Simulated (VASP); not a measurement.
# SiC (P3m1) in VASP: further runs, part 2 of 2

VASP 6.6.1. The steps go on from the part before.

### Step 3. Single point, r2SCAN (mode 6 (566.1 1/cm) frozen in, largest displacement +0.090 Å)

POSCAR reads:

```
SiC
1.0
    3.0759982064      0.0000000000      0.0000000000
   -1.5379991032      2.6638925888      0.0000000000
    0.0000000000      0.0000000000      5.0480000000
Si C
2 2
Direct
    0.3333333333      0.6666666667      0.0178288431
    0.6666666667      0.3333333333      0.4821711569
    0.3333333333      0.6666666667      0.3808360886
    0.6666666667      0.3333333333      0.8891639114
```

INCAR.step1 reads:

```
PREC = Accurate ; ENCUT = 520
ISMEAR = 0 ; SIGMA = 0.05
LREAL = F ; LASPH = T
NELM = 100 ; NBANDS = 16
GGA = PE ; ALGO = Normal
EDIFF = 1E-4 ; LWAVE = T
LCHARG = F
```

INCAR.step2 reads:

```
PREC = Accurate ; ENCUT = 520
EDIFF = 1E-7 ; ISMEAR = 0
SIGMA = 0.05 ; LREAL = F
LASPH = T ; NELM = 100
ALGO = Normal ; ISIF = 2
LWAVE = F ; LCHARG = F
METAGGA = R2SCAN ; LMIXTAU = T
NBANDS = 16 ; ISTART = 1
```

KPOINTS reads:

```
regular mesh
0
Gamma
  12 12 6
```

Potentials or basis: VASP PAW PBE potentials, release 64 (Si, C).

The run is started by

```sh
cat potpaw_PBE.64/Si/POTCAR potpaw_PBE.64/C/POTCAR > POTCAR
cp INCAR.step1 INCAR
mpirun -np 1 vasp_std > vasp.out
cp INCAR.step2 INCAR
mpirun -np 1 vasp_std > vasp.out
```

OUTCAR:

```text
PREC = Accurate
   ENCUT = 520
   EDIFF = 1E-7
   ISMEAR = 0
   LREAL = F
   LASPH = T
   NELM = 100
   ISIF = 2
   METAGGA = R2SCAN
   ISTART = 1

 ion  position               nearest neighbor table
   1  0.333  0.667  0.018-   3 1.83   4 1.89   4 1.89   4 1.89   2 2.94   2 2.94   2 2.94
   2  0.667  0.333  0.482-   3 1.85   3 1.85   3 1.85   4 2.05   1 2.94   1 2.94   1 2.94
   3  0.333  0.667  0.381-   1 1.83   2 1.85   2 1.85   2 1.85
   4  0.667  0.333  0.889-   1 1.89   1 1.89   1 1.89   2 2.05

  LATTYP: Found a hexagonal cell.
 ALAT       =     3.0759982064
 C/A-ratio  =     1.6410932846

  Lattice vectors:

 A1 = (   3.0759982064,   0.0000000000,   0.0000000000)
 A2 = (  -1.5379991032,   2.6638925888,   0.0000000000)
 A3 = (   0.0000000000,   0.0000000000,   5.0480000000)

Analysis of symmetry for initial positions (statically):
=====================================================================
 Subroutine PRICEL returns:
 Original cell was already a primitive cell.

 Routine SETGRP: Setting up the symmetry group for a
 hexagonal supercell.

 Subroutine GETGRP returns: Found  6 space group operations
 (whereof  6 operations were pure point group operations)
 out of a pool of 24 trial point group operations.

The static configuration has the point symmetry C_3v.

Analysis of symmetry for dynamics (positions and initial velocities):
=====================================================================
 Subroutine PRICEL returns:
 Original cell was already a primitive cell.

 Routine SETGRP: Setting up the symmetry group for a
 hexagonal supercell.

 Subroutine GETGRP returns: Found  6 space group operations
 (whereof  6 operations were pure point group operations)
 out of a pool of 24 trial point group operations.

The dynamic configuration has the point symmetry C_3v.

 Subroutine INISYM returns: Found  6 space group operations
 (whereof  6 operations are pure point group operations),
 and found     1 'primitive' translations

----------------------------------------------------------------------------------------

                                     Primitive cell

  volume of cell :      41.3640

  direct lattice vectors                    reciprocal lattice vectors
     3.075998206  0.000000000  0.000000000     0.325097719  0.187695255  0.000000000
    -1.537999103  2.663892589  0.000000000     0.000000000  0.375390511  0.000000000
     0.000000000  0.000000000  5.048000000     0.000000000  0.000000000  0.198098257

  length of vectors
     3.075998206  3.075998206  5.048000000     0.375390511  0.375390511  0.198098257

  position of ions in fractional coordinates (direct lattice)
     0.333333333  0.666666667  0.017828843
     0.666666667  0.333333333  0.482171157
     0.333333333  0.666666667  0.380836089
     0.666666667  0.333333333  0.889163911

  ion indices of the primitive-cell ions
   primitive index   ion index
                 1           1
                 2           2
                 3           3
                 4           4

----------------------------------------------------------------------------------------

 KPOINTS: regular mesh

Automatic generation of k-mesh.
 Grid dimensions read from file:
 generate k-points for:   12   12    6

 Generating k-lattice:

  Cartesian coordinates                     Fractional coordinates (reciprocal lattice)
     0.027091477  0.015641271  0.000000000     0.083333333 -0.000000000  0.000000000
     0.000000000  0.031282543  0.000000000     0.000000000  0.083333333  0.000000000
     0.000000000  0.000000000  0.033016376     0.000000000  0.000000000  0.166666667

  Length of vectors
     0.031282543  0.031282543  0.033016376

  Shift w.r.t. Gamma in fractional coordinates (k-lattice)
     0.000000000  0.000000000  0.000000000

 Subroutine IBZKPT returns following result:
 ===========================================

 Found    100 irreducible k-points:

 Following reciprocal coordinates:
            Coordinates               Weight
  0.000000  0.000000  0.000000      1.000000
  0.083333 -0.000000  0.000000      6.000000
  0.166667 -0.000000  0.000000      6.000000
  0.250000  0.000000  0.000000      6.000000
  0.333333 -0.000000  0.000000      6.000000
  0.416667 -0.000000  0.000000      6.000000
[... 16 lines left out ...]
  0.166667 -0.000000  0.166667      6.000000
  0.000000  0.166667  0.166667      6.000000
 [... further k-points ...]
   k-points           NKPTS =    100   k-points in BZ     NKDIM =    100   number of bands    NBANDS=     16
   number of dos      NEDOS =    301   number of ions     NIONS =      4
   total plane-waves  NPLWV =  23040
   dimension x,y,z NGX =    24 NGY =   24 NGZ =   40
   dimension x,y,z NGXF=    48 NGYF=   48 NGZF=   80
   ions per type =               2   2
   NGX,Y,Z   is equivalent  to a cutoff of  12.97, 12.97, 13.17 a.u.
   NGXF,Y,Z  is equivalent  to a cutoff of  25.94, 25.94, 26.35 a.u.
 SYSTEM =  unknown system
   PREC   = accura    normal or accurate (medium, high low for compatibility)
   ISTART =      1    job   : 0-new  1-cont  2-samecut
   ICHARG =      0    charge: 1-file 2-atom 10-const
   ISPIN  =      1    spin polarized calculation?
   LNONCOLLINEAR =      F non collinear calculations
   LSORBIT =      F    spin-orbit coupling
   LASPH  =      T    aspherical Exc in radial PAW
   ENCUT  =  520.0 eV  38.22 Ry    6.18 a.u.   5.72  5.72  9.39*2*pi/ulx,y,z
   NELM   =    100;   NELMIN=  2; NELMDL=  0     # of ELM steps
   EDIFF  = 0.1E-06   stopping-criterion for ELM
   LREAL  =      F    real-space projection
   EDIFFG = 0.1E-05   stopping-criterion for IOM
   NSW    =      0    number of steps for IOM
   IBRION =     -1    ionic relax: 0-MD 1-quasi-New 2-CG
   NFREE  =      0    steps in history (QN), initial steepest desc. (CG)
   ISIF   =      2    stress and relaxation
   ISYM   =      2    0-nonsym 1-usesym 2-fastsym
   POTIM  = 0.5000    time-step for ionic-motion
   TEBEG  =    0.0;   TEEND  =   0.0 temperature during run
   PSTRESS=    0.0 pullay stress
   NELECT =      16.0000    total number of electrons
   NUPDOWN=      -1.0000    fix difference up-down
   EMIN   =  10.00;   EMAX   =-10.00  energy-range for DOS
   EFERMI =   0.00;   METHOD = LEGACY
   ISMEAR =     0;   SIGMA  =   0.05  broadening in eV -4-tet -1-fermi 0-gaus
   EFERMI_NEDOS =   21; number of points for ismear=-14 and -15
   IALGO  =     38    algorithm
   IMIX   =      4    mixing-type and parameters
     AMIX     =   0.40;   BMIX     =  1.00
     AMIX_MAG =   1.60;   BMIX_MAG =  1.00
  volume/ion in A,a.u.               =      10.34        69.78
  Fermi-wavevector in a.u.,A,eV,Ry     =   1.192818  2.254099 19.358564  1.422814
  Thomas-Fermi vector in A             =   2.328847
   LORBIT       =      0    0 simple, 1 ext, 2 COOP (PROOUT), +10 PAW based schemes
   METAGGA = R2SCAN    functional components
   LHFCALC =     F    Hartree Fock is set to
   AEXX    =    0.0000 exact exchange contribution
   IVDW    =     0    specifies the selected vdW correction
   LEPSILON=     F    determine dielectric tensor
   LRPA    =     F    only Hartree local field effects (RPA)
 non-spin polarized calculation
 Gauss-broadening in eV      SIGMA  =   0.05
  energy-cutoff  :      520.00
  volume of cell :       41.36
 maximum number of plane-waves:      1132
 NGX is ok and might be reduce to    24
   NGX = 11   NGY = 11   NGZ = 19

 number of electron      15.9999999 magnetization

 Free energy of the ion-electron system (eV)
  ---------------------------------------------------
  ext. energy  EPLUGINS =         0.00000000
  ---------------------------------------------------
  free energy    TOTEN  =       -38.32557226 eV

  energy without entropy =      -38.32557226  energy(sigma->0) =      -38.32557226

 E-fermi :   8.5738     XC(G=0): -11.9218

 val. band max:        8.2971073604   @ k =   0.0000   0.0000   0.0000
 cond. band min:      11.0052253188   @ k =   0.3333   0.3333   0.0000
 fundamental gap:      2.7081179584
 Fermi energy:         8.5738049874

 k-point     1 :       0.0000    0.0000    0.0000
  band No.  band energies     occupation
      1      -8.4103      2.00000
      2      -4.5582      2.00000
      3      -0.7019      2.00000
      4       6.2823      2.00000
      5       6.2823      2.00000
      6       8.2871      2.00000
[... 8 lines left out ...]
     15      17.6261      0.00000
     16      20.2749      0.00000
[... 419 lines left out ...]
 k-point    24 :       0.0000    0.1667    0.1667
  band No.  band energies     occupation
      1      -7.8016      2.00000
      2      -4.6035      2.00000
      3       0.4332      2.00000
      4       4.2382      2.00000
      5       5.6967      2.00000
      6       6.2759      2.00000
[... 8 lines left out ...]
     15      18.3098      0.00000
     16      18.8277      0.00000

 [... further k-points ...]
[... 5 lines left out ...]
  --------------------------------------------------------------------------------------
  -------------------------------------------------------------------------------------
  Total        0.5035008      0.5035008      0.2069796      0.0000000     -0.0000000      0.0000000
  in kB       19.5024266     19.5024266      8.0170746      0.0000000     -0.0000000      0.0000000
  external PRESSURE =      15.6739759 kB  Pullay stress =       0.0000000 kB

 VOLUME and BASIS-vectors are now :
 -----------------------------------------------------------------------------
  energy-cutoff  :      520.00
  volume of cell :       41.36
      direct lattice vectors                 reciprocal lattice vectors
     3.075998206  0.000000000  0.000000000     0.325097719  0.187695255  0.000000000
    -1.537999103  2.663892589  0.000000000     0.000000000  0.375390511  0.000000000
     0.000000000  0.000000000  5.048000000     0.000000000  0.000000000  0.198098257

 POSITION                                       TOTAL-FORCE (eV/Angst)
 -----------------------------------------------------------------------------------
     -0.00000      1.77593      0.09000         0.000000     -0.000000     -2.651395
      1.53800      0.88796      2.43400        -0.000000      0.000000      3.345353
     -0.00000      1.77593      1.92246        -0.000000     -0.000000      0.007779
      1.53800      0.88796      4.48850         0.000000     -0.000000     -0.701737
 -----------------------------------------------------------------------------------
    total drift:                                0.000000     -0.000000      0.000569

  FREE ENERGIE OF THE ION-ELECTRON SYSTEM (eV)
  ---------------------------------------------------
  free  energy   TOTEN  =       -38.3255722567 eV

  energy  without entropy=      -38.3255722567  energy(sigma->0) =      -38.32557226
```

Run time: 1.7 min. Hardware: 1 thread of Intel Xeon 6975P-C (Granite Rapids), shared host; peak memory 0.19 GiB.

Results:

```
Free energy            : -38.3256 eV
Pressure               : 1.6 GPa
Largest force          : 3.345 eV/Å
Band gap on the k mesh : 2.71 eV, indirect (least direct gap 4.26 eV)
```

Forces on the atoms (eV/Å):
```
Si   0.000  0.000 -2.651
Si   0.000  0.000  3.345
C    0.000  0.000  0.008
C    0.000  0.000 -0.702
```

Stress tensor (GPa, compression positive):
```
1.95 0.00 0.00
0.00 1.95 0.00
0.00 0.00 0.80
```

Caveat: the cell differs from its parent crystal (mode 6 (566.1 1/cm) frozen in, largest displacement +0.090 Å); the PAW data sets were made with another functional, which shifts forces and pressure a little.

### Step 4. Single point, r2SCAN (mode 6 (566.1 1/cm) frozen in, largest displacement +0.105 Å)

POSCAR reads:

```
SiC
1.0
    3.0759982064      0.0000000000      0.0000000000
   -1.5379991032      2.6638925888      0.0000000000
    0.0000000000      0.0000000000      5.0480000000
Si C
2 2
Direct
    0.3333333333      0.6666666667      0.0208003170
    0.6666666667      0.3333333333      0.4791996830
    0.3333333333      0.6666666667      0.3801421034
    0.6666666667      0.3333333333      0.8898578966
```

INCAR.step1 reads:

```
SYSTEM = SiC
PREC = Accurate
ENCUT = 520
ISMEAR = 0
SIGMA = 0.05
LREAL = .False.
LASPH = .True.
NELM = 100
NBANDS = 16
GGA = PE
ALGO = Normal
EDIFF = 1E-4
LWAVE = .True.
LCHARG = .False.
```

INCAR.step2 reads:

```
SYSTEM = SiC
PREC = Accurate
ENCUT = 520
EDIFF = 1E-6
ISMEAR = 0
SIGMA = 0.05
LREAL = .False.
LASPH = .True.
NELM = 100
ALGO = Normal
ISIF = 2
LWAVE = .False.
LCHARG = .False.
METAGGA = R2SCAN
LMIXTAU = .True.
NBANDS = 16
ISTART = 1
```

KPOINTS reads:

```
regular mesh
0
Gamma
  12 12 6
  0 0 0
```

The run is started by

```sh
cat potpaw_PBE.64/Si/POTCAR potpaw_PBE.64/C/POTCAR > POTCAR
cp INCAR.step1 INCAR
mpirun -np 1 vasp_std > vasp.out
cp INCAR.step2 INCAR
mpirun -np 1 vasp_std > vasp.out
```

Run time: 76 s. Hardware: 1 thread of Intel Xeon 6975P-C (Granite Rapids), shared host; peak memory 0.19 GiB.

It converged, with:

| Property | Result |
| --- | --- |
| Free energy | -38.2252 eV |
| Pressure | 2.1 GPa |
| Largest force | 3.701 eV/Å |
| Band gap on the k mesh | 2.63 eV, indirect (least direct gap 4.15 eV) |

Forces in eV/Å, atoms in the order of the input:
```
Si   0.000  0.000 -3.320
Si   0.000  0.000  3.701
C    0.000  0.000  0.250
C    0.000  0.000 -0.630
```

Levels at points of the mesh, in eV from the valence-band top:
```csv
k point,band 6,band 7,band 8,band 9,band 10,band 11
"(0.00, 0.00, 0.00)",-0.10,0.00,0.00,4.83,6.62,6.77
"(0.50, 0.00, 0.00)",-4.15,-3.37,-1.39,2.77,4.58,7.28
"(0.00, 0.00, 0.50)",-2.03,-0.28,-0.28,5.48,6.78,7.00
"(0.50, 0.00, 0.50)",-3.02,-2.10,-2.00,3.10,3.49,5.43
```

Caveat: the cell differs from its parent crystal (mode 6 (566.1 1/cm) frozen in, largest displacement +0.105 Å); the PAW data sets were made with another functional, which shifts forces and pressure a little.

### Step 5. Single point, r2SCAN (mode 6 (566.1 1/cm) frozen in, largest displacement +0.075 Å)

POSCAR reads:

```
SiC
1.0
    3.0759982064      0.0000000000      0.0000000000
   -1.5379991032      2.6638925888      0.0000000000
    0.0000000000      0.0000000000      5.0480000000
Si C
2 2
Direct
    0.3333333333      0.6666666667      0.0148573693
    0.6666666667      0.3333333333      0.4851426307
    0.3333333333      0.6666666667      0.3815300739
    0.6666666667      0.3333333333      0.8884699261
```

INCAR.step1 reads:

```
SYSTEM = SiC
PREC     = Accurate       ! precision mode
ENCUT    = 520            ! plane-wave cutoff, eV
ISMEAR   = 0              ! smearing method
SIGMA    = 0.05           ! smearing width, eV
LREAL    = .FALSE.        ! projectors in reciprocal space
LASPH    = .TRUE.         ! aspherical terms in the spheres
NELM     = 80             ! most SCF steps
NBANDS   = 16             ! bands
GGA      = PE             ! functional
ALGO     = Normal         ! electronic algorithm
EDIFF    = 1E-4           ! SCF threshold, eV
LWAVE    = .TRUE.         ! write WAVECAR
LCHARG   = .FALSE.        ! write CHGCAR
```

INCAR.step2 reads:

```
SYSTEM = SiC
PREC     = Accurate       ! precision mode
ENCUT    = 520            ! plane-wave cutoff, eV
EDIFF    = 1E-6           ! SCF threshold, eV
ISMEAR   = 0              ! smearing method
SIGMA    = 0.05           ! smearing width, eV
LREAL    = .FALSE.        ! projectors in reciprocal space
LASPH    = .TRUE.         ! aspherical terms in the spheres
NELM     = 80             ! most SCF steps
ALGO     = Normal         ! electronic algorithm
ISIF     = 2              ! what is computed and relaxed
LWAVE    = .FALSE.        ! write WAVECAR
LCHARG   = .FALSE.        ! write CHGCAR
METAGGA  = R2SCAN         ! meta-GGA
LMIXTAU  = .TRUE.       
NBANDS   = 16             ! bands
ISTART   = 1
```

KPOINTS reads:

```
Automatic mesh
0
G
  12 12 6
  0 0 0
```

The run is started by

```sh
cat potpaw_PBE.64/Si/POTCAR potpaw_PBE.64/C/POTCAR > POTCAR
cp INCAR.step1 INCAR
mpirun -np 1 vasp_std > vasp.out
cp INCAR.step2 INCAR
mpirun -np 1 vasp_std > vasp.out
```

Wall time 77 s (1 thread of Intel Xeon 6975P-C (Granite Rapids), shared host); peak memory 0.19 GiB.

The run converged. Its results:

* Free energy: -38.4101 eV
* Pressure: 1.1 GPa
* Largest force: 2.969 eV/Å
* Band gap on the k mesh: 2.71 eV, indirect (least direct gap 4.36 eV)

Forces in eV/Å, atoms in the order of the input:
```
Si   0.000  0.000 -2.013
Si   0.000  0.000  2.969
C    0.000  0.000 -0.198
C    0.000  0.000 -0.758
```

Stress tensor (GPa, compression positive):
```
 1.77  0.00  0.00
 0.00  1.77  0.00
 0.00  0.00 -0.28
```

Levels at points of the mesh, in eV from the valence-band top:
```
           k point  band 6  band 7  band 8  band 9  band 10  band 11
(0.00, 0.00, 0.00)   -0.07   -0.07    0.00    5.04     6.65     6.93
(0.50, 0.00, 0.00)   -3.90   -3.30   -1.42    2.94     4.65     7.35
(0.00, 0.00, 0.50)   -1.67   -0.42   -0.42    5.79     6.73     7.27
(0.50, 0.00, 0.50)   -2.81   -2.23   -2.06    3.34     3.63     5.48
```

Caveat: the cell differs from its parent crystal (mode 6 (566.1 1/cm) frozen in, largest displacement +0.075 Å); the PAW data sets were made with another functional, which shifts forces and pressure a little.
